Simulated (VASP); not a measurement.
# Ir (Pm-3n) in VASP: further runs

Ir is run at these levels: PBE; tasks: single point, relaxation of cell and atoms.

All numbers are computed with VASP 6.6.1; they aren't measurements. Logs are shortened: lines on timing, memory, paths and dates and some standing lists are left out, and cuts for length are marked.

### 1 The cell of the first run

The structure is cubic, space group Pm-3n (No. 223). The conventional cell has a = 4.946 Å, b = 4.946 Å, c = 4.946 Å, α = 90.00°, β = 90.00°, γ = 90.00°. Ir (site symmetry m-3) has 12 Ir at 2.76 Å within 3.6 Å. Ir (site symmetry -4m2) has 14 Ir at 2.47 to 3.03 Å within 3.3 Å.

### 2 Single point, PBE

The input, INCAR:

```
PREC = Accurate ; ENCUT = 520
EDIFF = 1E-7 ; ISMEAR = -1
SIGMA = 0.1 ; LREAL = F
LASPH = T ; NELM = 100
ALGO = Normal ; ISIF = 2
LWAVE = F ; LCHARG = F
GGA = PE ; NBANDS = 46
```

The input, KPOINTS:

```
regular mesh
0
Gamma
  5 5 5
```

The input, POSCAR:

```
Ir
1.0
    4.9455289711      0.0000000000      0.0000000000
    0.0000000000      4.9455289711      0.0000000000
    0.0000000000      0.0000000000      4.9455289711
Ir
8
Direct
    1.0000000000      0.0000000000      1.0000000000
    0.5000000000      0.5000000000      0.5000000000
    0.2500000000      0.0000000000      0.5000000000
    0.7500000000      1.0000000000      0.5000000000
    0.5000000000      0.2500000000      1.0000000000
    0.5000000000      0.7500000000      0.0000000000
    0.0000000000      0.5000000000      0.2500000000
    0.0000000000      0.5000000000      0.7500000000
```

Potentials or basis: VASP PAW PBE potentials, release 64 (Ir).

The run is started by

```console
$ cat potpaw_PBE.64/Ir/POTCAR > POTCAR
$ mpirun -np 1 vasp_std > vasp.out
```

OUTCAR:

```text
PREC = Accurate
   ENCUT = 520
   EDIFF = 1E-7
   ISMEAR = -1
   LREAL = F
   LASPH = T
   NELM = 100
   ISIF = 2
   GGA = PE

 ion  position               nearest neighbor table
   1  0.000  0.000  0.000-   3 2.76   4 2.76   5 2.76   6 2.76   7 2.76   8 2.76   3 2.76   4 2.76
                             7 2.76   8 2.76   5 2.76   6 2.76
   2  0.500  0.500  0.500-   3 2.76   4 2.76   5 2.76   6 2.76   7 2.76   8 2.76   5 2.76   6 2.76
                             3 2.76   4 2.76   7 2.76   8 2.76
   3  0.250  0.000  0.500-   4 2.47   4 2.47   1 2.76   1 2.76   2 2.76   2 2.76   8 3.03   5 3.03
                             5 3.03   6 3.03   6 3.03   7 3.03   8 3.03   7 3.03
   4  0.750  0.000  0.500-   3 2.47   3 2.47   1 2.76   1 2.76   2 2.76   2 2.76   8 3.03   5 3.03
                             5 3.03   6 3.03   6 3.03   7 3.03   8 3.03   7 3.03
   5  0.500  0.250  0.000-   6 2.47   6 2.47   1 2.76   2 2.76   2 2.76   1 2.76   8 3.03   4 3.03
                             3 3.03   4 3.03   3 3.03   7 3.03   7 3.03   8 3.03
   6  0.500  0.750  0.000-   5 2.47   5 2.47   1 2.76   2 2.76   2 2.76   1 2.76   8 3.03   4 3.03
                             3 3.03   4 3.03   3 3.03   7 3.03   7 3.03   8 3.03
   7  0.000  0.500  0.250-   8 2.47   8 2.47   1 2.76   2 2.76   1 2.76   2 2.76   3 3.03   4 3.03
                             5 3.03   3 3.03   4 3.03   6 3.03   5 3.03   6 3.03
   8  0.000  0.500  0.750-   7 2.47   7 2.47   1 2.76   2 2.76   1 2.76   2 2.76   3 3.03   4 3.03
                             5 3.03   3 3.03   4 3.03   6 3.03   5 3.03   6 3.03

  LATTYP: Found a simple cubic cell.
 ALAT       =     4.9455289711

  Lattice vectors:

 A1 = (   4.9455289711,   0.0000000000,   0.0000000000)
 A2 = (   0.0000000000,   4.9455289711,   0.0000000000)
 A3 = (   0.0000000000,   0.0000000000,   4.9455289711)

Analysis of symmetry for initial positions (statically):
=====================================================================
 Subroutine PRICEL returns:
 Original cell was already a primitive cell.

 Routine SETGRP: Setting up the symmetry group for a
 simple cubic supercell.

 Subroutine GETGRP returns: Found 48 space group operations
 (whereof 24 operations were pure point group operations)
 out of a pool of 48 trial point group operations.

The static configuration has the point symmetry T_h .
 The point group associated with its full space group is O_h .

Analysis of symmetry for dynamics (positions and initial velocities):
=====================================================================
 Subroutine PRICEL returns:
 Original cell was already a primitive cell.

 Routine SETGRP: Setting up the symmetry group for a
 simple cubic supercell.

 Subroutine GETGRP returns: Found 48 space group operations
 (whereof 24 operations were pure point group operations)
 out of a pool of 48 trial point group operations.

The dynamic configuration has the point symmetry T_h .
 The point group associated with its full space group is O_h .

 Subroutine INISYM returns: Found 48 space group operations
 (whereof 24 operations are pure point group operations),
 and found     1 'primitive' translations

----------------------------------------------------------------------------------------

                                     Primitive cell

  volume of cell :     120.9590

  direct lattice vectors                    reciprocal lattice vectors
     4.945528971  0.000000000  0.000000000     0.202202839  0.000000000  0.000000000
     0.000000000  4.945528971  0.000000000     0.000000000  0.202202839  0.000000000
     0.000000000  0.000000000  4.945528971     0.000000000  0.000000000  0.202202839

  length of vectors
     4.945528971  4.945528971  4.945528971     0.202202839  0.202202839  0.202202839

  position of ions in fractional coordinates (direct lattice)
     0.000000000  0.000000000  0.000000000
     0.500000000  0.500000000  0.500000000
     0.250000000  0.000000000  0.500000000
     0.750000000  0.000000000  0.500000000
     0.500000000  0.250000000  0.000000000
     0.500000000  0.750000000  0.000000000
     0.000000000  0.500000000  0.250000000
     0.000000000  0.500000000  0.750000000

  ion indices of the primitive-cell ions
   primitive index   ion index
                 1           1
                 2           2
                 3           3
                 4           4
                 5           5
                 6           6
                 7           7
                 8           8

----------------------------------------------------------------------------------------

 KPOINTS: regular mesh

Automatic generation of k-mesh.
 Grid dimensions read from file:
 generate k-points for:    5    5    5

 Generating k-lattice:

  Cartesian coordinates                     Fractional coordinates (reciprocal lattice)
     0.040440568  0.000000000  0.000000000     0.200000000  0.000000000  0.000000000
     0.000000000  0.040440568  0.000000000     0.000000000  0.200000000  0.000000000
     0.000000000  0.000000000  0.040440568     0.000000000  0.000000000  0.200000000

  Length of vectors
     0.040440568  0.040440568  0.040440568

  Shift w.r.t. Gamma in fractional coordinates (k-lattice)
     0.000000000  0.000000000  0.000000000

 Subroutine IBZKPT returns following result:
 ===========================================

 Found     10 irreducible k-points:

 Following reciprocal coordinates:
            Coordinates               Weight
  0.000000  0.000000  0.000000      1.000000
  0.200000  0.000000  0.000000      6.000000
  0.400000  0.000000  0.000000      6.000000
  0.200000  0.200000  0.000000     12.000000
  0.400000  0.200000  0.000000     24.000000
  0.400000  0.400000  0.000000     12.000000
  0.200000  0.200000  0.200000      8.000000
  0.400000  0.200000  0.200000     24.000000
  0.400000  0.400000  0.200000     24.000000
  0.400000  0.400000  0.400000      8.000000
   k-points           NKPTS =     10   k-points in BZ     NKDIM =     10   number of bands    NBANDS=     46
   number of dos      NEDOS =    301   number of ions     NIONS =      8
   total plane-waves  NPLWV =  64000
   dimension x,y,z NGX =    40 NGY =   40 NGZ =   40
   dimension x,y,z NGXF=    80 NGYF=   80 NGZF=   80
   ions per type =               8
   NGX,Y,Z   is equivalent  to a cutoff of  13.45, 13.45, 13.45 a.u.
   NGXF,Y,Z  is equivalent  to a cutoff of  26.89, 26.89, 26.89 a.u.
 SYSTEM =  unknown system
   PREC   = accura    normal or accurate (medium, high low for compatibility)
   ISTART =      0    job   : 0-new  1-cont  2-samecut
   ICHARG =      2    charge: 1-file 2-atom 10-const
   ISPIN  =      1    spin polarized calculation?
   LNONCOLLINEAR =      F non collinear calculations
   LSORBIT =      F    spin-orbit coupling
   LASPH  =      T    aspherical Exc in radial PAW
   ENCUT  =  520.0 eV  38.22 Ry    6.18 a.u.   9.20  9.20  9.20*2*pi/ulx,y,z
   NELM   =    100;   NELMIN=  2; NELMDL= -5     # of ELM steps
   EDIFF  = 0.1E-06   stopping-criterion for ELM
   LREAL  =      F    real-space projection
   EDIFFG = 0.1E-05   stopping-criterion for IOM
   NSW    =      0    number of steps for IOM
   IBRION =     -1    ionic relax: 0-MD 1-quasi-New 2-CG
   NFREE  =      0    steps in history (QN), initial steepest desc. (CG)
   ISIF   =      2    stress and relaxation
   ISYM   =      2    0-nonsym 1-usesym 2-fastsym
   POTIM  = 0.5000    time-step for ionic-motion
   TEBEG  =    0.0;   TEEND  =   0.0 temperature during run
   PSTRESS=    0.0 pullay stress
   NELECT =      72.0000    total number of electrons
   NUPDOWN=      -1.0000    fix difference up-down
   EMIN   =  10.00;   EMAX   =-10.00  energy-range for DOS
   EFERMI =   0.00;   METHOD = LEGACY
   ISMEAR =    -1;   SIGMA  =   0.10  broadening in eV -4-tet -1-fermi 0-gaus
   EFERMI_NEDOS =   21; number of points for ismear=-14 and -15
   IALGO  =     38    algorithm
   IMIX   =      4    mixing-type and parameters
     AMIX     =   0.40;   BMIX     =  1.00
     AMIX_MAG =   1.60;   BMIX_MAG =  1.00
  volume/ion in A,a.u.               =      15.12       102.03
  Fermi-wavevector in a.u.,A,eV,Ry     =   1.377124  2.602386 25.803032  1.896469
  Thomas-Fermi vector in A             =   2.502306
   LORBIT       =      0    0 simple, 1 ext, 2 COOP (PROOUT), +10 PAW based schemes
   GGA     = PE    functional components
   LHFCALC =     F    Hartree Fock is set to
   AEXX    =    0.0000 exact exchange contribution
   IVDW    =     0    specifies the selected vdW correction
   LEPSILON=     F    determine dielectric tensor
   LRPA    =     F    only Hartree local field effects (RPA)
 non-spin polarized calculation
  energy-cutoff  :      520.00
  volume of cell :      120.96
 maximum number of plane-waves:      3271
 NGX is ok and might be reduce to    40
   NGX = 19   NGY = 19   NGZ = 19

 number of electron      71.9999994 magnetization

 Free energy of the ion-electron system (eV)
  ---------------------------------------------------
  ext. energy  EPLUGINS =         0.00000000
  ---------------------------------------------------
  free energy    TOTEN  =       -66.91879269 eV

  energy without entropy =      -66.50718468  energy(sigma->0) =      -66.71298868

 E-fermi :   9.3716     XC(G=0): -13.5652

 val. band max:        9.3544045144   @ k =   0.4000   0.4000   0.0000
 cond. band min:       9.3773295516   @ k =   0.2000   0.2000   0.2000
 fundamental gap:      0.0229250371
 Fermi energy:         9.3715989738

 k-point     1 :       0.0000    0.0000    0.0000
  band No.  band energies     occupation
      1      -1.1410      2.00000
      2       1.6685      2.00000
      3       1.6685      2.00000
      4       2.9484      2.00000
      5       3.2431      2.00000
      6       3.2431      2.00000
[... 38 lines left out ...]
     45      13.4392      0.00000
     46      13.4392      0.00000

 k-point     2 :       0.2000    0.0000    0.0000
  band No.  band energies     occupation
      1      -0.7975      2.00000
      2       1.5740      2.00000
      3       1.9963      2.00000
      4       2.4256      2.00000
      5       3.2841      2.00000
      6       3.2841      2.00000
[... 38 lines left out ...]
     45      13.1196      0.00000
     46      13.4679      0.00000

 k-point     3 :       0.4000    0.0000    0.0000
  band No.  band energies     occupation
      1       0.1192      2.00000
      2       1.1722      2.00000
      3       2.0157      2.00000
      4       2.1950      2.00000
      5       3.3451      2.00000
      6       3.3451      2.00000
[... 38 lines left out ...]
     45      12.5438      0.00000
     46      12.9623      0.00000

 k-point     4 :       0.2000    0.2000    0.0000
  band No.  band energies     occupation
      1      -0.4599      2.00000
      2       1.6999      2.00000
      3       2.1398      2.00000
      4       2.3581      2.00000
      5       3.0427      2.00000
      6       3.2571      2.00000
[... 38 lines left out ...]
     45      13.0956      0.00000
     46      13.5401      0.00000

 k-point     5 :       0.4000    0.2000    0.0000
  band No.  band energies     occupation
      1       0.4330      2.00000
      2       1.4292      2.00000
      3       2.1394      2.00000
      4       2.3487      2.00000
      5       3.0225      2.00000
      6       3.0869      2.00000
[... 38 lines left out ...]
     45      12.6450      0.00000
     46      13.0128      0.00000

 k-point     6 :       0.4000    0.4000    0.0000
  band No.  band energies     occupation
      1       1.2063      2.00000
      2       1.8459      2.00000
      3       2.2121      2.00000
      4       2.5998      2.00000
      5       2.6149      2.00000
      6       2.7455      2.00000
[... 38 lines left out ...]
     45      12.0999      0.00000
     46      13.4548      0.00000

 k-point     7 :       0.2000    0.2000    0.2000
  band No.  band energies     occupation
      1      -0.1273      2.00000
      2       2.0620      2.00000
      3       2.0620      2.00000
      4       2.3683      2.00000
      5       3.0527      2.00000
      6       3.0527      2.00000
[... 38 lines left out ...]
     45      13.4486      0.00000
     46      13.4486      0.00000

 k-point     8 :       0.4000    0.2000    0.2000
  band No.  band energies     occupation
      1       0.7456      2.00000
      2       1.7133      2.00000
      3       2.3124      2.00000
      4       2.4509      2.00000
      5       2.9719      2.00000
      6       3.0356      2.00000
[... 38 lines left out ...]
     45      12.0505      0.00000
     46      12.2525      0.00000

 k-point     9 :       0.4000    0.4000    0.2000
  band No.  band energies     occupation
      1       1.5198      2.00000
      2       2.1797      2.00000
      3       2.3712      2.00000
      4       2.6593      2.00000
      5       2.7363      2.00000
      6       2.8249      2.00000
[... 38 lines left out ...]
     45      11.3331      0.00000
     46      12.6438      0.00000

 k-point    10 :       0.4000    0.4000    0.4000
  band No.  band energies     occupation
      1       2.1930      2.00000
      2       2.6232      2.00000
      3       2.6232      2.00000
      4       2.9115      2.00000
      5       2.9577      2.00000
      6       2.9577      2.00000
[... 38 lines left out ...]
     45      11.3153      0.00000
     46      11.3441      0.00000

------------------------ aborting loop because EDIFF is reached ----------------------------------------

  FORCE on cell =-STRESS in cart. coord.  units (eV):
  Direction    XX          YY          ZZ          XY          YZ          ZX
  --------------------------------------------------------------------------------------
  -------------------------------------------------------------------------------------
  Total        0.3576002      0.3576002      0.3576002     -0.0000000     -0.0000000     -0.0000000
  in kB        4.7366374      4.7366374      4.7366374     -0.0000000     -0.0000000     -0.0000000
  external PRESSURE =       4.7366374 kB  Pullay stress =       0.0000000 kB

 VOLUME and BASIS-vectors are now :
 -----------------------------------------------------------------------------
  energy-cutoff  :      520.00
  volume of cell :      120.96
      direct lattice vectors                 reciprocal lattice vectors
     4.945528971  0.000000000  0.000000000     0.202202839  0.000000000  0.000000000
     0.000000000  4.945528971  0.000000000     0.000000000  0.202202839  0.000000000
     0.000000000  0.000000000  4.945528971     0.000000000  0.000000000  0.202202839

 POSITION                                       TOTAL-FORCE (eV/Angst)
 -----------------------------------------------------------------------------------
      0.00000      0.00000      0.00000         0.000000      0.000000     -0.000000
      2.47276      2.47276      2.47276         0.000000      0.000000     -0.000000
      1.23638      0.00000      2.47276         0.000000      0.000000     -0.000000
      3.70915      0.00000      2.47276        -0.000000     -0.000000      0.000000
      2.47276      1.23638      0.00000         0.000000      0.000000      0.000000
      2.47276      3.70915      0.00000        -0.000000      0.000000     -0.000000
      0.00000      2.47276      1.23638         0.000000      0.000000      0.000000
      0.00000      2.47276      3.70915        -0.000000      0.000000     -0.000000
 -----------------------------------------------------------------------------------
    total drift:                               -0.000000     -0.000000     -0.000000

  FREE ENERGIE OF THE ION-ELECTRON SYSTEM (eV)
  ---------------------------------------------------
  free  energy   TOTEN  =       -66.9187926892 eV

  energy  without entropy=      -66.5071846779  energy(sigma->0) =      -66.71298868
```

It took 2.7 min on 1 thread of Intel Xeon 8259CL, shared host; peak memory 0.25 GiB.

What came out:

```
Free energy            : -66.9188 eV
Pressure               : 0.5 GPa
Band gap on the k mesh : zero (bands 36 and 37 overlap by 0.48 eV)
```

Levels at points of the mesh, in eV from the Fermi level:
```csv
k point,band 32,band 33,band 34,band 35,band 36,band 37,band 38,band 39,band 40,band 41
"(0.00, 0.00, 0.00)",-1.15,-1.15,-0.36,-0.36,0.33,0.33,0.33,0.88,0.88,0.88
```

Caveat: spin-orbit coupling is left out, which moves the levels of the heavy elements.

[end of part 1 of 2]

The gap in the log of VASP goes by the Fermi energy; the results here count the filled bands.